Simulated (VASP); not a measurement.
Wanted: the native input for a VASP 6.6.1 run.

| Item | Value |
| --- | --- |
| Task | single point |
| Functional | PBE |
| Potentials or basis | VASP PAW PBE potentials, release 64 (Mg, O) |
| Cutoff | 520 eV |
| k mesh | 8 × 6 × 4 |
| Occupations | gaussian, width 0.1 eV |
| Spin | no spin polarisation |
| Dipole correction | no |
| Further INCAR settings | ALGO = Normal; EDIFF = 1e-06; NBANDS = 12 |

The structure of Mg2O lies in POSCAR:

```
Mg2O
1.0
    3.5426835265      0.0000000000      0.0000000000
    0.0000000000      3.2358482112      0.0000000000
    0.0000000000      0.0000000000      5.5444013055
Mg O
2 1
Direct
    0.0000000000      0.0000000000      0.6216498018
    0.0000000000      0.5000000000      0.0986238257
    0.0000000000      0.0000000000      0.2797263724
```

The input as run:

INCAR

```
SYSTEM = Mg2O
ALGO     = Normal         ! electronic algorithm
EDIFF    = 1E-6           ! SCF threshold, eV
ENCUT    = 520            ! plane-wave cutoff, eV
GGA      = PE             ! functional
ISIF     = 2              ! what is computed and relaxed
ISMEAR   = 0              ! smearing method
LASPH    = .True.         ! aspherical terms in the spheres
LCHARG   = .False.        ! write CHGCAR
LREAL    = .False.        ! projectors in reciprocal space
LWAVE    = .False.        ! write WAVECAR
NBANDS   = 12             ! bands
NELM     = 60             ! most SCF steps
PREC     = Accurate       ! precision mode
SIGMA    = 0.1            ! smearing width, eV
```

KPOINTS

```
k-points
0
Gamma
  8 6 4
  0 0 0
```

Potentials or basis: VASP PAW PBE potentials, release 64 (Mg, O).

The run is started by

```console
$ cat potpaw_PBE.64/Mg/POTCAR potpaw_PBE.64/O/POTCAR > POTCAR
$ mpirun -np 1 vasp_std > vasp.out
```

Results of the run:

```json
{
 "Pressure": "-0.1 GPa",
 "Largest force": "0.019 eV/Å",
 "Band gap on the k mesh": "zero (band 5 reaches 2.96 eV, above the bottom of band 6 at 0.84 eV)"
}
```

Run time: 16 s on 1 thread of Intel(R) Xeon(R) Platinum 8559C (Emerald Rapids), with other jobs on the host, peak memory 0.19 GiB.
